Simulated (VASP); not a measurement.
Input of a VASP 6.6.1 run:

The input INCAR:

```
PREC = Accurate
ENCUT = 520
EDIFF = 1E-7
ISMEAR = 0
SIGMA = 0.05
LREAL = False
LASPH = True
NELM = 60
ALGO = Normal
ISIF = 2
LWAVE = False
LCHARG = False
LDIPOL = True
IDIPOL = 3
DIPOL = 0.5 0.5 0.500
GGA = PE
NBANDS = 46
```

The input KPOINTS:

```
regular mesh
0
Gamma
  9 9 1
```

Contents of POSCAR:

```
GaAs
1.0
    4.0626003671      0.0000000000      0.0000000000
   -2.0313001835      3.5183151233      0.0000000000
    0.0000000000      0.0000000000     25.7805727556
As Ga
4 4
Direct
    0.0000000000      0.0000000000      0.2866701861
    0.3333333333      0.6666666667      0.4199849356
    0.6666666667      0.3333333333      0.5501794166
    0.0000000000      0.0000000000      0.6816222201
    0.3333333333      0.6666666667      0.3196389397
    0.6666666667      0.3333333333      0.4505576308
    0.0000000000      0.0000000000      0.5807452015
    0.3333333333      0.6666666667      0.7106014697
```

Potentials or basis: VASP PAW PBE potentials, release 64 (As, Ga_d).

Command:

```sh
$ cat potpaw_PBE.64/As/POTCAR potpaw_PBE.64/Ga_d/POTCAR > POTCAR
$ mpirun -np 1 vasp_std > vasp.out
```

Task: Predict the largest force.

Result: 0.022 eV/Å.

Task: What does it give for the band gap on the k mesh?

Result: Zero (band 36 reaches -0.05 eV, above the bottom of band 37 at -0.37 eV).

Forces on the atoms (eV/Å):
```
As   0.000  0.000 -0.009
As   0.000  0.000 -0.003
As   0.000  0.000 -0.015
As   0.000  0.000 -0.008
Ga   0.000  0.000  0.007
Ga   0.000  0.000  0.000
Ga   0.000  0.000  0.006
Ga   0.000  0.000  0.022
```
